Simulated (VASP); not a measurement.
A run of VASP 6.6.1 is set up as follows.

Contents of INCAR:

```
SYSTEM = C
ALGO = Normal
DIPOL = 0.5 0.5 0.500
EDIFF = 1E-6
ENCUT = 520
GGA = PE
IDIPOL = 3
ISIF = 2
ISMEAR = -1
LASPH = .True.
LCHARG = .False.
LDIPOL = .True.
LREAL = .False.
LWAVE = .False.
NBANDS = 21
NELM = 60
PREC = Accurate
SIGMA = 0.02
```

KPOINTS

```
k-points
0
Gamma
  12 8 1
  0 0 0
```

The input POSCAR:

```
C
1.0
    2.5255274271      0.0000000000      0.0000000000
    0.0000000000      3.5716351395      0.0000000000
    0.0000000000      0.0000000000     18.5255000000
C
6
Direct
    0.7500000000      0.0971674604      0.4383265556
    0.2500000000      0.9028325396      0.4383265556
    0.2500000000      0.6103415899      0.5000000220
    0.7500000000      0.3896584101      0.5000000220
    0.7500000000      0.0971674345      0.5616734224
    0.2500000000      0.9028325655      0.5616734224
```

Potentials or basis: VASP PAW PBE potentials, release 64 (C).

The run is started by

```bash
$ cat potpaw_PBE.64/C/POTCAR > POTCAR
$ mpirun -np 1 vasp_std > vasp.out
```

(1) Estimate the largest force.

(2) What does it give for the band gap on the k mesh?

Results:

(1) 0.032 eV/Å.

(2) zero (bands 12 and 13 overlap by 0.93 eV).
